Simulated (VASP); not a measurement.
# Cu (I4/mmm) in VASP: a series of runs

Cu is run at these levels: PBE; tasks: single point, relaxation of cell and atoms.

Everything below comes from runs of VASP 6.6.1. Logs are shortened: lines on timing, memory, paths and dates and some standing lists are left out, and cuts for length are marked.

**1. The cell of the first run**

The typed cell holds 1 atom: a = 2.566 Å, b = 2.566 Å, c = 2.566 Å, α = 120.01°, β = 120.01°, γ = 89.98°.

**2. Single point, PBE**

The input, INCAR:

```
  ALGO = Normal
  EDIFF = 1E-6
  ENCUT = 520
  GGA = PE
  ISIF = 2
  ISMEAR = 0
  LASPH = True
  LCHARG = False
  LREAL = False
  LWAVE = False
  NBANDS = 12
  NELM = 100
  PREC = Accurate
  SIGMA = 0.1
```

The input, KPOINTS:

```
k-points
0
Gamma
  30 30 30
```

The input, POSCAR:

```
Cu
1.0
   -1.2829760345      1.2829760345      1.8151714771
    1.2829760345     -1.2829760345      1.8151714771
    1.2829760345      1.2829760345     -1.8151714771
Cu
1
Direct
    0.0000000000      0.0000000000      0.0000000000
```

Potentials or basis: VASP PAW PBE potentials, release 64 (Cu).

The run is started by

```bash
$ cat potpaw_PBE.64/Cu/POTCAR > POTCAR
$ mpirun -np 1 vasp_std > vasp.out
```

OUTCAR:

```text
EDIFF = 1E-6
   ENCUT = 520
   GGA = PE
   ISIF = 2
   ISMEAR = 0
   LASPH = True
   LREAL = False
   NELM = 100
   PREC = Accurate

 ion  position               nearest neighbor table
   1  0.000  0.000  0.000-

  LATTYP: Found a body centered tetragonal cell.
 ALAT       =     2.5659520690
 C/A-ratio  =     1.4148132376

  Lattice vectors:

 A1 = (  -1.2829760345,   1.2829760345,   1.8151714771)
 A2 = (   1.2829760345,  -1.2829760345,   1.8151714771)
 A3 = (   1.2829760345,   1.2829760345,  -1.8151714771)

Analysis of symmetry for initial positions (statically):
=====================================================================
 Subroutine PRICEL returns:
 Original cell was already a primitive cell.

 Routine SETGRP: Setting up the symmetry group for a
 body centered tetragonal supercell.

 Subroutine GETGRP returns: Found 16 space group operations
 (whereof 16 operations were pure point group operations)
 out of a pool of 16 trial point group operations.

The static configuration has the point symmetry D_4h.

Analysis of symmetry for dynamics (positions and initial velocities):
=====================================================================
 Subroutine PRICEL returns:
 Original cell was already a primitive cell.

 Routine SETGRP: Setting up the symmetry group for a
 body centered tetragonal supercell.

 Subroutine GETGRP returns: Found 16 space group operations
 (whereof 16 operations were pure point group operations)
 out of a pool of 16 trial point group operations.

The dynamic configuration has the point symmetry D_4h.

 Subroutine INISYM returns: Found 16 space group operations
 (whereof 16 operations are pure point group operations),
 and found     1 'primitive' translations

----------------------------------------------------------------------------------------

                                     Primitive cell

  volume of cell :      11.9513

  direct lattice vectors                    reciprocal lattice vectors
    -1.282976035  1.282976035  1.815171477     0.000000000  0.389718893  0.275456069
     1.282976035 -1.282976035  1.815171477     0.389718893  0.000000000  0.275456069
     1.282976035  1.282976035 -1.815171477     0.389718893  0.389718893  0.000000000

  length of vectors
     2.566496153  2.566496153  2.566496153     0.477238789  0.477238789  0.551145744

  position of ions in fractional coordinates (direct lattice)
     0.000000000  0.000000000  0.000000000

  ion indices of the primitive-cell ions
   primitive index   ion index
                 1           1

----------------------------------------------------------------------------------------

 KPOINTS: k-points

Automatic generation of k-mesh.
 Grid dimensions read from file:
 generate k-points for:   30   30   30

 Generating k-lattice:

  Cartesian coordinates                     Fractional coordinates (reciprocal lattice)
     0.000000000  0.012990630  0.009181869     0.033333333  0.000000000  0.000000000
     0.012990630  0.000000000  0.009181869     0.000000000  0.033333333  0.000000000
     0.012990630  0.012990630  0.000000000     0.000000000  0.000000000  0.033333333

  Length of vectors
     0.015907960  0.015907960  0.018371525

  Shift w.r.t. Gamma in fractional coordinates (k-lattice)
     0.000000000  0.000000000  0.000000000

 Subroutine IBZKPT returns following result:
 ===========================================

 Found   1992 irreducible k-points:

 Following reciprocal coordinates:
            Coordinates               Weight
  0.000000  0.000000  0.000000      1.000000
  0.033333  0.000000 -0.000000      8.000000
  0.066667 -0.000000  0.000000      8.000000
  0.100000  0.000000  0.000000      8.000000
  0.133333  0.000000 -0.000000      8.000000
  0.166667  0.000000  0.000000      8.000000
[... 16 lines left out ...]
  0.233333  0.033333  0.000000     16.000000
  0.266667  0.033333 -0.000000     16.000000
 [... further k-points ...]
   k-points           NKPTS =   1992   k-points in BZ     NKDIM =   1992   number of bands    NBANDS=     12
   number of dos      NEDOS =    301   number of ions     NIONS =      1
   total plane-waves  NPLWV =   8000
   dimension x,y,z NGX =    20 NGY =   20 NGZ =   20
   dimension x,y,z NGXF=    40 NGYF=   40 NGZF=   40
   ions per type =               1
   NGX,Y,Z   is equivalent  to a cutoff of  12.96, 12.96, 12.96 a.u.
   NGXF,Y,Z  is equivalent  to a cutoff of  25.91, 25.91, 25.91 a.u.
 SYSTEM =  unknown system
   PREC   = accura    normal or accurate (medium, high low for compatibility)
   ISTART =      0    job   : 0-new  1-cont  2-samecut
   ICHARG =      2    charge: 1-file 2-atom 10-const
   ISPIN  =      1    spin polarized calculation?
   LNONCOLLINEAR =      F non collinear calculations
   LSORBIT =      F    spin-orbit coupling
   LASPH  =      T    aspherical Exc in radial PAW
   ENCUT  =  520.0 eV  38.22 Ry    6.18 a.u.   4.77  4.77  4.77*2*pi/ulx,y,z
   NELM   =    100;   NELMIN=  2; NELMDL= -5     # of ELM steps
   EDIFF  = 0.1E-05   stopping-criterion for ELM
   LREAL  =      F    real-space projection
   EDIFFG = 0.1E-04   stopping-criterion for IOM
   NSW    =      0    number of steps for IOM
   IBRION =     -1    ionic relax: 0-MD 1-quasi-New 2-CG
   NFREE  =      0    steps in history (QN), initial steepest desc. (CG)
   ISIF   =      2    stress and relaxation
   ISYM   =      2    0-nonsym 1-usesym 2-fastsym
   POTIM  = 0.5000    time-step for ionic-motion
   TEBEG  =    0.0;   TEEND  =   0.0 temperature during run
   PSTRESS=    0.0 pullay stress
   NELECT =      11.0000    total number of electrons
   NUPDOWN=      -1.0000    fix difference up-down
   EMIN   =  10.00;   EMAX   =-10.00  energy-range for DOS
   EFERMI =   0.00;   METHOD = LEGACY
   ISMEAR =     0;   SIGMA  =   0.10  broadening in eV -4-tet -1-fermi 0-gaus
   EFERMI_NEDOS =   21; number of points for ismear=-14 and -15
   IALGO  =     38    algorithm
   IMIX   =      4    mixing-type and parameters
     AMIX     =   0.40;   BMIX     =  1.00
     AMIX_MAG =   1.60;   BMIX_MAG =  1.00
  volume/ion in A,a.u.               =      11.95        80.65
  Fermi-wavevector in a.u.,A,eV,Ry     =   1.592456  3.009306 34.503239  2.535917
  Thomas-Fermi vector in A             =   2.690839
   LORBIT       =      0    0 simple, 1 ext, 2 COOP (PROOUT), +10 PAW based schemes
   GGA     = PE    functional components
   LHFCALC =     F    Hartree Fock is set to
   AEXX    =    0.0000 exact exchange contribution
   IVDW    =     0    specifies the selected vdW correction
   LEPSILON=     F    determine dielectric tensor
   LRPA    =     F    only Hartree local field effects (RPA)
 non-spin polarized calculation
 Gauss-broadening in eV      SIGMA  =   0.10
  energy-cutoff  :      520.00
  volume of cell :       11.95
 maximum number of plane-waves:       332
   NGX =  9   NGY =  9   NGZ =  9

 number of electron      10.9999997 magnetization

 Free energy of the ion-electron system (eV)
  ---------------------------------------------------
  ext. energy  EPLUGINS =         0.00000000
  ---------------------------------------------------
  free energy    TOTEN  =        -3.72882898 eV

  energy without entropy =       -3.72761259  energy(sigma->0) =       -3.72822079

 E-fermi :   7.4648     XC(G=0): -12.6573

 val. band max:        7.4644957903   @ k =  -0.3333  -0.3667   0.2000
 cond. band min:       7.4663370430   @ k =   0.5000   0.2000   0.1333
 fundamental gap:      0.0018412527
 Fermi energy:         7.4647670422

 k-point     1 :       0.0000    0.0000    0.0000
  band No.  band energies     occupation
      1      -1.8220      2.00000
      2       4.4453      2.00000
      3       4.4474      2.00000
      4       4.4474      2.00000
      5       5.2525      2.00000
      6       5.2545      2.00000
      7      29.9385      0.00000
      8      32.4897      0.00000
      9      32.4912      0.00000
     10      32.4912      0.00000
     11      34.9728      0.00000
     12      34.9738      0.00000

 k-point     2 :       0.0333    0.0000   -0.0000
  band No.  band energies     occupation
      1      -1.7817      2.00000
      2       4.4381      2.00000
      3       4.4538      2.00000
      4       4.4551      2.00000
      5       5.2493      2.00000
      6       5.2513      2.00000
      7      29.7497      0.00000
      8      31.7581      0.00000
      9      32.3422      0.00000
     10      32.3433      0.00000
     11      35.1789      0.00000
     12      35.1797      0.00000

 k-point     3 :       0.0667   -0.0000    0.0000
  band No.  band energies     occupation
      1      -1.6615      2.00000
      2       4.4133      2.00000
      3       4.4759      2.00000
      4       4.4772      2.00000
      5       5.2409      2.00000
      6       5.2428      2.00000
      7      28.8934      0.00000
      8      30.9541      0.00000
      9      31.9983      0.00000
     10      31.9999      0.00000
     11      35.6925      0.00000
     12      35.6934      0.00000
[... 286 lines left out ...]
 k-point    23 :       0.2333    0.0333    0.0000
  band No.  band energies     occupation
      1       0.2325      2.00000
      2       4.1846      2.00000
      3       4.6017      2.00000
      4       4.6146      2.00000
      5       5.2593      2.00000
      6       5.3964      2.00000
      7      20.0836      0.00000
      8      28.3585      0.00000
      9      30.5237      0.00000
     10      31.2020      0.00000
     11      35.0070      0.00000
     12      35.6384      0.00000

 k-point    24 :       0.2667    0.0333   -0.0000
  band No.  band energies     occupation
      1       0.7402      2.00000
      2       4.2060      2.00000
      3       4.5784      2.00000
      4       4.5918      2.00000
      5       5.3380      2.00000
      6       5.4791      2.00000
      7      18.4945      0.00000
      8      28.1591      0.00000
      9      30.2044      0.00000
     10      30.9446      0.00000
     11      34.2354      0.00000
     12      35.3223      0.00000

 [... further k-points ...]

------------------------ aborting loop because EDIFF is reached ----------------------------------------

  FORCE on cell =-STRESS in cart. coord.  units (eV):
  Direction    XX          YY          ZZ          XY          YZ          ZX
  --------------------------------------------------------------------------------------
  -------------------------------------------------------------------------------------
  Total        0.0408221      0.0408221      0.0391271      0.0000000      0.0000000     -0.0000000
  in kB        5.4725708      5.4725708      5.2453385      0.0000000      0.0000000     -0.0000000
  external PRESSURE =       5.3968267 kB  Pullay stress =       0.0000000 kB

 VOLUME and BASIS-vectors are now :
 -----------------------------------------------------------------------------
  energy-cutoff  :      520.00
  volume of cell :       11.95
      direct lattice vectors                 reciprocal lattice vectors
    -1.282976035  1.282976035  1.815171477     0.000000000  0.389718893  0.275456069
     1.282976035 -1.282976035  1.815171477     0.389718893  0.000000000  0.275456069
     1.282976035  1.282976035 -1.815171477     0.389718893  0.389718893  0.000000000

 POSITION                                       TOTAL-FORCE (eV/Angst)
 -----------------------------------------------------------------------------------
      0.00000      0.00000      0.00000         0.000000     -0.000000      0.000000
 -----------------------------------------------------------------------------------
    total drift:                                0.000000     -0.000000      0.000000

  FREE ENERGIE OF THE ION-ELECTRON SYSTEM (eV)
  ---------------------------------------------------
  free  energy   TOTEN  =        -3.7288289791 eV

  energy  without entropy=       -3.7276125925  energy(sigma->0) =       -3.72822079
```

Run time: 4.8 min. Hardware: 1 thread of Intel Xeon Platinum 8375C at 2.90GHz (Ice Lake), shared host; peak memory 0.37 GiB.

Results:

* Free energy: -3.7288 eV
* Pressure: 0.5 GPa

**3. Relaxation of cell and atoms, PBE**

This run uses another cell than the first one, of 12.01 Å³/atom, 1.005 times its volume.

The input, INCAR:

```
  PREC = Accurate
  ENCUT = 600
  EDIFF = 1E-6
  ISMEAR = 0
  SIGMA = 0.1
  LREAL = False
  LASPH = True
  NELM = 100
  ALGO = Normal
  ISIF = 3
  LWAVE = False
  LCHARG = False
  GGA = PE
  IBRION = 2
  NSW = 100
  EDIFFG = -0.01
```

The input, KPOINTS:

```
Automatic mesh
0
Gamma
  30 30 30
```

The input, POSCAR:

```
Cu
1.0
   -1.3056616138      1.3056616138      1.7605852098
    1.3056616138     -1.3056616138      1.7605852098
    1.3056616138      1.3056616138     -1.7605852098
Cu
1
Direct
    0.0000000000      0.0000000000      0.0000000000
```

Potentials or basis: VASP PAW PBE potentials, release 64 (Cu).

The run is started by

```bash
$ cat potpaw_PBE.64/Cu/POTCAR > POTCAR
$ mpirun -np 1 vasp_std > vasp.out
```

OUTCAR:

```text
PREC = Accurate
   ENCUT = 600
   EDIFF = 1E-6
   ISMEAR = 0
   LREAL = False
   LASPH = True
   NELM = 100
   ISIF = 3
   GGA = PE
   IBRION = 2
   NSW = 100
   EDIFFG = -0.01

 ion  position               nearest neighbor table
   1  0.000  0.000  0.000-

  LATTYP: Found a body centered tetragonal cell.
 ALAT       =     2.6113232276
 C/A-ratio  =     1.3484238115

  Lattice vectors:

 A1 = (  -1.3056616138,   1.3056616138,   1.7605852098)
 A2 = (   1.3056616138,  -1.3056616138,   1.7605852098)
 A3 = (   1.3056616138,   1.3056616138,  -1.7605852098)

Analysis of symmetry for initial positions (statically):
=====================================================================
 Subroutine PRICEL returns:
 Original cell was already a primitive cell.

 Routine SETGRP: Setting up the symmetry group for a
 body centered tetragonal supercell.

 Subroutine GETGRP returns: Found 16 space group operations
 (whereof 16 operations were pure point group operations)
 out of a pool of 16 trial point group operations.

The static configuration has the point symmetry D_4h.

Analysis of symmetry for dynamics (positions and initial velocities):
=====================================================================
 Subroutine PRICEL returns:
 Original cell was already a primitive cell.

 Routine SETGRP: Setting up the symmetry group for a
 body centered tetragonal supercell.

 Subroutine GETGRP returns: Found 16 space group operations
 (whereof 16 operations were pure point group operations)
 out of a pool of 16 trial point group operations.

The dynamic configuration has the point symmetry D_4h.

 Subroutine INISYM returns: Found 16 space group operations
 (whereof 16 operations are pure point group operations),
 and found     1 'primitive' translations

[... 128 lines left out ...]
 maximum number of plane-waves:       428
   NGX = 11   NGY = 11   NGZ = 11

--------------------------------------- Ionic step        1  -------------------------------------------

 number of electron      11.0000000 magnetization

 Free energy of the ion-electron system (eV)
  ---------------------------------------------------
  ext. energy  EPLUGINS =         0.00000000
  ---------------------------------------------------
  free energy    TOTEN  =        -3.72618802 eV

  energy without entropy =       -3.72475269  energy(sigma->0) =       -3.72547035

------------------------ aborting loop because EDIFF is reached ----------------------------------------

  FORCE on cell =-STRESS in cart. coord.  units (eV):
  Direction    XX          YY          ZZ          XY          YZ          ZX
  --------------------------------------------------------------------------------------
  -------------------------------------------------------------------------------------
  Total       -0.0506366     -0.0506366      0.1094244      0.0000000     -0.0000000      0.0000000
  in kB       -6.7576683     -6.7576683     14.6031484      0.0000000     -0.0000000      0.0000000
  external PRESSURE =       0.3626039 kB  Pullay stress =       0.0000000 kB
[... 232 lines left out ...]
--------------------------------------- Ionic step        8  -------------------------------------------

 number of electron      10.9999996 magnetization

 Free energy of the ion-electron system (eV)
  ---------------------------------------------------
  ext. energy  EPLUGINS =         0.00000000
  ---------------------------------------------------
  free energy    TOTEN  =        -3.72901842 eV

  energy without entropy =       -3.72779771  energy(sigma->0) =       -3.72840806

 E-fermi :   7.4153     XC(G=0): -12.6338

 val. band max:        7.4151257033   @ k =   0.5000   0.2000   0.1333
 cond. band min:       7.4169337615   @ k =  -0.3333   0.3667   0.1333
 fundamental gap:      0.0018080582
 Fermi energy:         7.4153143065

 k-point     1 :       0.0000    0.0000    0.0000
  band No.  band energies     occupation
      1      -1.8409      2.00000
      2       4.4081      2.00000
      3       4.4106      2.00000
      4       4.4106      2.00000
      5       5.2105      2.00000
      6       5.2126      2.00000
      7      29.8562      0.00000
      8      32.3765      0.00000
      9      32.3780      0.00000
[... 265 lines left out ...]
 k-point    24 :       0.2667    0.0333    0.0000
  band No.  band energies     occupation
      1       0.7148      2.00000
      2       4.1710      2.00000
      3       4.5409      2.00000
      4       4.5540      2.00000
      5       5.2956      2.00000
      6       5.4358      2.00000
      7      18.4140      0.00000
      8      28.0605      0.00000
      9      30.1094      0.00000

 [... further k-points ...]

------------------------ aborting loop because EDIFF is reached ----------------------------------------

  FORCE on cell =-STRESS in cart. coord.  units (eV):
  Direction    XX          YY          ZZ          XY          YZ          ZX
  --------------------------------------------------------------------------------------
  -------------------------------------------------------------------------------------
  Total        0.0060534      0.0060534      0.0086226      0.0000000      0.0000000      0.0000000
  in kB        0.8082384      0.8082384      1.1512701      0.0000000      0.0000000      0.0000000
  external PRESSURE =       0.9225823 kB  Pullay stress =       0.0000000 kB
[... 16 lines left out ...]
  FREE ENERGIE OF THE ION-ELECTRON SYSTEM (eV)
  ---------------------------------------------------
  free  energy   TOTEN  =        -3.7290184153 eV

  energy  without entropy=       -3.7277977056  energy(sigma->0) =       -3.72840806

 reached required accuracy - stopping structural energy minimisation
```

CONTCAR:

```text
Cu
   1.00000000000000
    -1.2846742973285015    1.2846742973285015    1.8177227962965474
     1.2846742973285015   -1.2846742973285015    1.8177227962965474
     1.2846742973285015    1.2846742973285015   -1.8177227962965474
  Cu
     1
Direct
     1.0000000000000000    1.0000000000000000    1.0000000000000000

  0.00000000E+00  0.00000000E+00  0.00000000E+00
```

Run time: 18 min. Hardware: 1 thread of Intel Xeon Platinum 8375C at 2.90GHz (Ice Lake), shared host; peak memory 0.44 GiB.

Results:

* Free energy: -3.7290 eV
* Relaxed volume: 12.00 Å³/atom
* Relaxed cell: a = 2.570 Å, b = 2.570 Å, c = 2.570 Å, α = 120.02°, β = 120.02°, γ = 89.97°
* Space group after relaxing (to 0.05 Å): Fm-3m (No. 225)
* Energy gained by relaxing: 2.8 meV/atom
* Ionic steps: 8
* Pressure after relaxing: 0.1 GPa

The path:
| step | energy change (eV) | largest force (eV/Å) | pressure (GPa) | volume (Å³) |
| --- | --- | --- | --- | --- |
| 1 | 0.0000 | 0.0000 | 0.04 | 12.01 |
| 2 | -0.0008 | 0.0000 | 0.01 | 12.01 |
| 3 | -0.0024 | 0.0000 | -0.19 | 12.02 |
| 4 | -0.0016 | 0.0000 | -0.25 | 12.03 |
| 5 | -0.0028 | 0.0000 | -0.24 | 12.03 |
| 6 | -0.0028 | 0.0000 | -0.30 | 12.03 |
| 7 | -0.0027 | 0.0000 | 0.62 | 11.95 |
| 8 | -0.0028 | 0.0000 | 0.09 | 12.00 |

Final structure:
```
Cu
1.0
    -1.28467    1.28467    1.81772
     1.28467   -1.28467    1.81772
     1.28467    1.28467   -1.81772
Cu
1
Direct
  0.00000 0.00000 0.00000
```

(Continued in part 2 of 2.)
